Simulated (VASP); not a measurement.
# Si3C4 in VASP: single point with PBE

Aim: the single point of Si3C4 with PBE.

All numbers are computed with VASP 6.6.1; they aren't measurements. Logs are shortened: lines on timing, memory, paths and dates and some standing lists are left out, and cuts for length are marked.

## (1) The cell of the first run

The cell holds a slab with vacuum, 7 atoms: a = 3.097 Å, b = 3.097 Å, c = 20.970 Å, α = 90.00°, β = 90.00°, γ = 90.00°.

## (2) Single point, PBE, collinear spin

INCAR reads:

```
SYSTEM = Si3C4
  PREC = Accurate
  ENCUT = 520
  EDIFF = 1E-6
  ISMEAR = 0
  SIGMA = 0.05
  LREAL = .False.
  LASPH = .True.
  NELM = 150
  ALGO = Normal
  ISIF = 2
  LWAVE = .False.
  LCHARG = .False.
  ISPIN = 2
  MAGMOM = 0 0 0 2 0 0 0
  LORBIT = 11
  LDIPOL = .True.
  IDIPOL = 3
  DIPOL = 0.5 0.5 0.346
  GGA = PE
  NBANDS = 27
```

KPOINTS reads:

```
Automatic mesh
0
Gamma
  9 9 1
  0 0 0
```

POSCAR reads:

```
Si3C4
1.0
    3.0967390168      0.0000000000      0.0000000000
    0.0000000000      3.0967390168      0.0000000000
    0.0000000000      0.0000000000     20.9699133985
C Si
4 3
Direct
    0.0000000000      0.5000000000      0.1907494764
    0.5000000000      0.0000000000      0.2951717082
    0.0000000000      0.5000000000      0.3986724483
    0.5000000000      1.0000000000      0.4961996107
    0.5000000000      0.5000000000      0.2429605923
    0.0000000000      0.0000000000      0.3461922397
    0.5000000000      0.5000000000      0.4515952555
```

Potentials or basis: VASP PAW PBE potentials, release 64 (C, Si).

Started as:

```sh
$ cat potpaw_PBE.64/C/POTCAR potpaw_PBE.64/Si/POTCAR > POTCAR
$ mpirun -np 1 vasp_std > vasp.out
```

OUTCAR:

```text
SYSTEM = Si3C4
   PREC = Accurate
   ENCUT = 520
   EDIFF = 1E-6
   ISMEAR = 0
   LREAL = .False.
   LASPH = .True.
   NELM = 150
   ISIF = 2
   ISPIN = 2
   LORBIT = 11
   GGA = PE

 ion  position               nearest neighbor table
   1  0.000  0.500  0.191-   5 1.90   5 1.90
   2  0.500  0.000  0.295-   6 1.88   6 1.88   5 1.90   5 1.90
   3  0.000  0.500  0.399-   6 1.90   6 1.90   7 1.91   7 1.91
   4  0.500  0.000  0.496-   7 1.81   7 1.81
   5  0.500  0.500  0.243-   1 1.90   2 1.90   2 1.90   1 1.90   6 3.08   6 3.08   6 3.08   6 3.08

   6  0.000  0.000  0.346-   2 1.88   2 1.88   3 1.90   3 1.90   5 3.08   5 3.08   5 3.08   5 3.08
                             7 3.11   7 3.11   7 3.11   7 3.11
   7  0.500  0.500  0.452-   4 1.81   4 1.81   3 1.91   3 1.91   6 3.11   6 3.11   6 3.11   6 3.11

  LATTYP: Found a simple tetragonal cell.
 ALAT       =     3.0967390168
 C/A-ratio  =     6.7716114547

  Lattice vectors:

 A1 = (   3.0967390168,   0.0000000000,   0.0000000000)
 A2 = (   0.0000000000,   3.0967390168,   0.0000000000)
 A3 = (   0.0000000000,   0.0000000000,  20.9699133985)

Analysis of symmetry for initial positions (statically):
=====================================================================
 Subroutine PRICEL returns:
 Original cell was already a primitive cell.

 Routine SETGRP: Setting up the symmetry group for a
 simple tetragonal supercell.

 Subroutine GETGRP returns: Found  4 space group operations
 (whereof  4 operations were pure point group operations)
 out of a pool of 16 trial point group operations.

The static configuration has the point symmetry C_2v.

Analysis of symmetry for dynamics (positions and initial velocities):
=====================================================================
 Subroutine PRICEL returns:
 Original cell was already a primitive cell.

 Routine SETGRP: Setting up the symmetry group for a
 simple tetragonal supercell.

 Subroutine GETGRP returns: Found  4 space group operations
 (whereof  4 operations were pure point group operations)
 out of a pool of 16 trial point group operations.

The dynamic configuration has the point symmetry C_2v.

Analysis of structural, dynamic, and magnetic symmetry:
=====================================================================
 Subroutine PRICEL returns:
 Original cell was already a primitive cell.

 Routine SETGRP: Setting up the symmetry group for a
 simple tetragonal supercell.

 Subroutine GETGRP returns: Found  4 space group operations
 (whereof  4 operations were pure point group operations)
 out of a pool of 16 trial point group operations.

The overall configuration has the point symmetry C_2v.

 Subroutine INISYM returns: Found  4 space group operations
 (whereof  4 operations are pure point group operations),
 and found     1 'primitive' translations

----------------------------------------------------------------------------------------

                                     Primitive cell

  volume of cell :     201.0971

  direct lattice vectors                    reciprocal lattice vectors
     3.096739017  0.000000000  0.000000000     0.322920335  0.000000000  0.000000000
     0.000000000  3.096739017  0.000000000     0.000000000  0.322920335  0.000000000
     0.000000000  0.000000000 20.969913399     0.000000000  0.000000000  0.047687369

  length of vectors
     3.096739017  3.096739017 20.969913399     0.322920335  0.322920335  0.047687369

  position of ions in fractional coordinates (direct lattice)
     0.000000000  0.500000000  0.190749476
     0.500000000  0.000000000  0.295171708
     0.000000000  0.500000000  0.398672448
     0.500000000  0.000000000  0.496199611
     0.500000000  0.500000000  0.242960592
     0.000000000  0.000000000  0.346192240
     0.500000000  0.500000000  0.451595256

  ion indices of the primitive-cell ions
   primitive index   ion index
                 1           1
                 2           2
                 3           3
                 4           4
                 5           5
                 6           6
                 7           7

----------------------------------------------------------------------------------------

 KPOINTS: Automatic mesh

Automatic generation of k-mesh.
 Grid dimensions read from file:
 generate k-points for:    9    9    1

 Generating k-lattice:

  Cartesian coordinates                     Fractional coordinates (reciprocal lattice)
     0.035880037  0.000000000  0.000000000     0.111111111  0.000000000  0.000000000
     0.000000000  0.035880037  0.000000000     0.000000000  0.111111111  0.000000000
     0.000000000  0.000000000  0.047687369     0.000000000  0.000000000  1.000000000

  Length of vectors
     0.035880037  0.035880037  0.047687369

  Shift w.r.t. Gamma in fractional coordinates (k-lattice)
     0.000000000  0.000000000  0.000000000

 Subroutine IBZKPT returns following result:
 ===========================================

 Found     25 irreducible k-points:

 Following reciprocal coordinates:
            Coordinates               Weight
  0.000000  0.000000  0.000000      1.000000
  0.111111  0.000000  0.000000      2.000000
  0.000000  0.111111  0.000000      2.000000
  0.222222  0.000000  0.000000      2.000000
  0.000000  0.222222  0.000000      2.000000
  0.333333  0.000000  0.000000      2.000000
[... 16 lines left out ...]
  0.444444  0.333333  0.000000      4.000000
 -0.333333  0.444444  0.000000      4.000000
   k-points           NKPTS =     25   k-points in BZ     NKDIM =     25   number of bands    NBANDS=     27
   number of dos      NEDOS =    301   number of ions     NIONS =      7
   total plane-waves  NPLWV =  92160
   dimension x,y,z NGX =    24 NGY =   24 NGZ =  160
   dimension x,y,z NGXF=    48 NGYF=   48 NGZF=  320
   ions per type =               4   3
   NGX,Y,Z   is equivalent  to a cutoff of  12.88, 12.88, 12.68 a.u.
   NGXF,Y,Z  is equivalent  to a cutoff of  25.77, 25.77, 25.37 a.u.
 SYSTEM =  Si3C4
   PREC   = accura    normal or accurate (medium, high low for compatibility)
   ISTART =      0    job   : 0-new  1-cont  2-samecut
   ICHARG =      2    charge: 1-file 2-atom 10-const
   ISPIN  =      2    spin polarized calculation?
   LNONCOLLINEAR =      F non collinear calculations
   LSORBIT =      F    spin-orbit coupling
   LASPH  =      T    aspherical Exc in radial PAW
   ENCUT  =  520.0 eV  38.22 Ry    6.18 a.u.   5.76  5.76 38.99*2*pi/ulx,y,z
   NELM   =    150;   NELMIN=  2; NELMDL= -5     # of ELM steps
   EDIFF  = 0.1E-05   stopping-criterion for ELM
   LREAL  =      F    real-space projection
   EDIFFG = 0.1E-04   stopping-criterion for IOM
   NSW    =      0    number of steps for IOM
   IBRION =     -1    ionic relax: 0-MD 1-quasi-New 2-CG
   NFREE  =      0    steps in history (QN), initial steepest desc. (CG)
   ISIF   =      2    stress and relaxation
   ISYM   =      2    0-nonsym 1-usesym 2-fastsym
   POTIM  = 0.5000    time-step for ionic-motion
   TEBEG  =    0.0;   TEEND  =   0.0 temperature during run
   PSTRESS=    0.0 pullay stress
   NELECT =      28.0000    total number of electrons
   NUPDOWN=      -1.0000    fix difference up-down
   EMIN   =  10.00;   EMAX   =-10.00  energy-range for DOS
   EFERMI =   0.00;   METHOD = LEGACY
   ISMEAR =     0;   SIGMA  =   0.05  broadening in eV -4-tet -1-fermi 0-gaus
   EFERMI_NEDOS =   21; number of points for ismear=-14 and -15
   IALGO  =     38    algorithm
   IMIX   =      4    mixing-type and parameters
     AMIX     =   0.40;   BMIX     =  1.00
     AMIX_MAG =   1.60;   BMIX_MAG =  1.00
  volume/ion in A,a.u.               =      28.73       193.87
  Fermi-wavevector in a.u.,A,eV,Ry     =   0.848514  1.603459  9.795863  0.719976
  Thomas-Fermi vector in A             =   1.964189
   LORBIT       =     11    0 simple, 1 ext, 2 COOP (PROOUT), +10 PAW based schemes
   GGA     = PE    functional components
   LHFCALC =     F    Hartree Fock is set to
   AEXX    =    0.0000 exact exchange contribution
   IVDW    =     0    specifies the selected vdW correction
   LEPSILON=     F    determine dielectric tensor
   LRPA    =     F    only Hartree local field effects (RPA)
 spin polarized calculation
 Gauss-broadening in eV      SIGMA  =   0.05
  energy-cutoff  :      520.00
  volume of cell :      201.10
 maximum number of plane-waves:      5438
   NGX = 11   NGY = 11   NGZ = 77

 dipolmoment           0.000000      0.000000      0.048076 electrons x Angstroem

 number of electron      27.9999997 magnetization       0.9576876

 dipolmoment           0.000000      0.000000     -0.054034 electrons x Angstroem

 Free energy of the ion-electron system (eV)
  ---------------------------------------------------
  ext. energy  EPLUGINS =         0.00000000
  ---------------------------------------------------
  free energy    TOTEN  =       -46.15820422 eV

  energy without entropy =      -46.15392509  energy(sigma->0) =      -46.15606466

 E-fermi :  -1.6449     XC(G=0):  -4.8512

 val. band max:       -1.6548442198   @ k =   0.1111   0.1111   0.0000
 cond. band min:      -1.6356355734   @ k =  -0.2222   0.4444   0.0000
 fundamental gap:      0.0192086464
 Fermi energy:        -1.6449391821

 spin component 1

 k-point     1 :       0.0000    0.0000    0.0000
  band No.  band energies     occupation
      1     -16.9568      1.00000
      2     -15.5418      1.00000
      3     -13.2989      1.00000
      4     -11.7165      1.00000
      5      -7.3965      1.00000
      6      -4.9972      1.00000
[... 18 lines left out ...]
     25       6.0930      0.00000
     26       6.6897      0.00000
[... 644 lines left out ...]
      4     -11.3978      1.00000
      5      -9.0816      1.00000
      6      -8.5495      1.00000
[... 18 lines left out ...]
     25       8.7223      0.00000
     26       9.1994      0.00000

 [... further k-points ...]

 spin component 2

 k-point     1 :       0.0000    0.0000    0.0000
  band No.  band energies     occupation
      1     -16.8686      1.00000
      2     -15.3752      1.00000
      3     -13.0394      1.00000
      4     -11.5089      1.00000
      5      -7.1804      1.00000
      6      -4.8940      1.00000
[... 18 lines left out ...]
     25       6.2283      0.00000
     26       6.7393      0.00000
[... 644 lines left out ...]
      4     -11.1705      1.00000
      5      -9.0038      1.00000
      6      -8.4174      1.00000
[... 18 lines left out ...]
     25       8.9505      0.00000
     26       9.2977      0.00000

 [... further k-points ...]

 [bands above 26 left out]

------------------------ aborting loop because EDIFF is reached ----------------------------------------

 vacuum level on the upper side and lower side of the slab       (xc-potential included)        -0.495         0.500

  FORCE on cell =-STRESS in cart. coord.  units (eV):
  Direction    XX          YY          ZZ          XY          YZ          ZX
  --------------------------------------------------------------------------------------
  -------------------------------------------------------------------------------------
  Total       -0.7169357      1.7848830     -1.7186892      0.0000000      0.0000000      0.0000000
  in kB       -5.7119572     14.2204877    -13.6931094      0.0000000      0.0000000      0.0000000
  external PRESSURE =      -1.7281929 kB  Pullay stress =       0.0000000 kB

 VOLUME and BASIS-vectors are now :
 -----------------------------------------------------------------------------
  energy-cutoff  :      520.00
  volume of cell :      201.10
      direct lattice vectors                 reciprocal lattice vectors
     3.096739017  0.000000000  0.000000000     0.322920335  0.000000000  0.000000000
     0.000000000  3.096739017  0.000000000     0.000000000  0.322920335  0.000000000
     0.000000000  0.000000000 20.969913399     0.000000000  0.000000000  0.047687369

 POSITION                                       TOTAL-FORCE (eV/Angst)
 -----------------------------------------------------------------------------------
      0.00000      1.54837      4.00000         0.000000      0.000000      1.974452
      1.54837      0.00000      6.18973         0.000000      0.000000     -0.007670
      0.00000      1.54837      8.36013         0.000000      0.000000     -0.455801
      1.54837      0.00000     10.40526         0.000000      0.000000     -0.034981
      1.54837      1.54837      5.09486         0.000000      0.000000     -2.074364
      0.00000      0.00000      7.25962         0.000000      0.000000      0.211795
      1.54837      1.54837      9.46991         0.000000      0.000000      0.386569
 -----------------------------------------------------------------------------------
    total drift:                                0.000000      0.000000     -0.001051

  FREE ENERGIE OF THE ION-ELECTRON SYSTEM (eV)
  ---------------------------------------------------
  free  energy   TOTEN  =       -46.1582042235 eV

  energy  without entropy=      -46.1539250943  energy(sigma->0) =      -46.15606466

 vacuum level on the upper side and lower side of the slab         4.673         5.683

 total charge

# of ion       s       p       d       tot
------------------------------------------
    1        0.927   1.301   0.000   2.228
    2        0.849   1.675   0.000   2.524
    3        0.851   1.659   0.000   2.510
    4        0.912   1.406   0.000   2.318
    5        0.711   0.963   0.000   1.673
    6        0.713   0.959   0.000   1.672
    7        0.714   1.003   0.000   1.717
--------------------------------------------------
tot          5.677   8.966   0.000  14.643

 magnetization (x)

# of ion       s       p       d       tot
------------------------------------------
    1        0.001   0.016   0.000   0.017
    2        0.001   0.010   0.000   0.011
    3        0.005   0.051   0.000   0.056
    4        0.051   0.345   0.000   0.395
    5       -0.000  -0.001   0.000  -0.001
    6        0.002   0.008   0.000   0.010
    7       -0.001   0.012   0.000   0.011
--------------------------------------------------
tot          0.058   0.441   0.000   0.499
```

It took 10 min on 1 thread of Oxide Virtual Turin-like, shared host; peak memory 0.43 GiB.

Results:

```yaml
Free_energy: -46.1582 eV
Largest_force: 2.074 eV/Å
Net_moment: 0.96 μB per cell
Site_moments: C +0.02, +0.01, +0.06, +0.40; Si -0.00, +0.01 μB
Valence_electrons_inside_the_program's_atomic_spheres: C 2.23, 2.52, 2.51, 2.32; Si 1.67, 1.72
```

Forces on the atoms (eV/Å):
```
C    0.000  0.000  1.974
C    0.000  0.000 -0.008
C    0.000  0.000 -0.456
C    0.000  0.000 -0.035
Si   0.000  0.000 -2.074
Si   0.000  0.000  0.212
Si   0.000  0.000  0.387
```
